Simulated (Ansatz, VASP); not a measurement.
InSb3 in VASP and in Ansatz

POSCAR

```
InSb3
1.0
    0.0000000000      3.8196852357      3.8196852357
    3.8196852357      0.0000000000      3.8196852357
    3.8196852357      3.8196852357      0.0000000000
Sb In
3 1
Direct
    0.5000000000      0.5000000000      0.5000000000
    0.7500000000      0.7500000000      0.7500000000
    0.2500000000      0.2500000000      0.2500000000
    0.0000000000      0.0000000000      0.0000000000
```

Contents of INCAR.step1:

```
PREC = Accurate ; ENCUT = 520
ISMEAR = -1 ; SIGMA = 0.05
LREAL = False ; LASPH = True
NELM = 100 ; NBANDS = 22
GGA = PE ; ALGO = Normal
EDIFF = 1E-4 ; LWAVE = True
LCHARG = False
```

File INCAR.step2:

```
PREC = Accurate ; ENCUT = 520
EDIFF = 1E-6 ; ISMEAR = -1
SIGMA = 0.05 ; LREAL = False
LASPH = True ; NELM = 100
ALGO = Normal ; ISIF = 2
LWAVE = False ; LCHARG = False
METAGGA = R2SCAN ; LMIXTAU = True
NBANDS = 22 ; ISTART = 1
```

KPOINTS

```
regular mesh
0
Gamma
  6 6 6
```

Contents of input.yaml:

```yaml
crystal:
  lattice:
    - [0.0, 3.8196852357, 3.8196852357]
    - [3.8196852357, 0.0, 3.8196852357]
    - [3.8196852357, 3.8196852357, 0.0]
  atoms:
    - { symbol: Sb, position: [0.5, 0.5, 0.5] }
    - { symbol: Sb, position: [0.75, 0.75, 0.75] }
    - { symbol: Sb, position: [0.25, 0.25, 0.25] }
    - { symbol: In, position: [0.0, 0.0, 0.0] }
hamiltonian:
  xc: r2scan
  pseudopotentials: { kind: paw }
kpoints:
  mp_grid: { grid: [6, 6, 6] }
scf:
  occupations: { method: fermi_dirac, width: 0.05 }
output:
  forces: true
  stress: true
  eigenvalues: true
  write_density: true
  write_potential: true
  elf: true
  volumetric_format: npy
```

Alike in both runs: task single point; functional r2SCAN; k mesh 6 × 6 × 6; occupations fermi-dirac, width 0.05 eV; no spin polarisation.

|  | VASP | Ansatz |
| --- | --- | --- |
| version | VASP 6.6.1 | Ansatz 0.2.0 |
| potentials or method | VASP PAW PBE potentials, release 64 (Sb, In_d) | Ansatz PAW |
| plane-wave cutoff (eV) | 520 | 500 |
| valence electrons in the cell | 28 | 58 |

|  | VASP | Ansatz | Ansatz less VASP |
| --- | --- | --- | --- |
| gap on the k mesh at the Fermi level (eV) | none | none | - |
| pressure (GPa) | -2.1 | -2.0 | +0.03 |

VASP's potentials were made for PBE, not for r2SCAN. A gap of «none» marks a metal or a gap that the smearing closes. VASP's potentials hold 28 valence electrons a cell and Ansatz's 58, so a difference there can come from the potentials and not from the codes.

Neither program's run includes spin-orbit coupling.
